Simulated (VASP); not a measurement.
A run of VASP 6.6.1 is set up as follows.

File POSCAR:

```
TaN
1.0
    3.1654951477      0.0000000000      0.0000000000
   -1.5827475738      2.7413992135      0.0000000000
    0.0000000000      0.0000000000      6.1471267808
Ta N
2 2
Direct
    0.3333333333      0.6666666667      0.0312820972
    0.6666666667      0.3333333333      0.5312820972
    0.3333333333      0.6666666667      0.3537179028
    0.6666666667      0.3333333333      0.8537179028
```

The input INCAR.step1:

```
SYSTEM = TaN
PREC = Accurate
ENCUT = 600
ISMEAR = 0
SIGMA = 0.1
LREAL = .False.
LASPH = .True.
NELM = 60
GGA = PE
ALGO = Normal
EDIFF = 1E-4
LWAVE = .True.
LCHARG = .False.
KPAR = 4
```

INCAR.step2

```
SYSTEM = TaN
PREC = Accurate
ENCUT = 600
EDIFF = 1E-6
ISMEAR = 0
SIGMA = 0.1
LREAL = .False.
LASPH = .True.
NELM = 60
ALGO = Normal
ISIF = 4
LWAVE = .False.
LCHARG = .False.
METAGGA = R2SCAN
LMIXTAU = .True.
IBRION = 2
NSW = 50
EDIFFG = -0.01
ISTART = 1
KPAR = 4
```

File KPOINTS:

```
regular mesh
0
Gamma
  18 18 8
  0 0 0
```

Potentials or basis: VASP PAW PBE potentials, release 64 (Ta_pv, N).

The run is started by

```bash
$ cat potpaw_PBE.64/Ta_pv/POTCAR potpaw_PBE.64/N/POTCAR > POTCAR
$ cp INCAR.step1 INCAR
$ mpirun -np 4 vasp_std > vasp.out
$ cp INCAR.step2 INCAR
$ mpirun -np 4 vasp_std > vasp.out
```

Estimate the band gap on the k mesh.

zero (bands 16 and 17 overlap by 0.30 eV).

Final structure:
```xyz
4
Lattice="3.1740 0.0000 0.0000 -1.5870 2.7488 0.0000 0.0000 0.0000 6.1142" Properties=species:S:1:pos:R:3 pbc="T T T"
Ta    0.0000    1.8325    0.1877
Ta    1.5870    0.9163    3.2448
N     0.0000    1.8325    2.1663
N     1.5870    0.9163    5.2234
```

Caveat: spin-orbit coupling is left out, which moves the levels of the heavy elements.
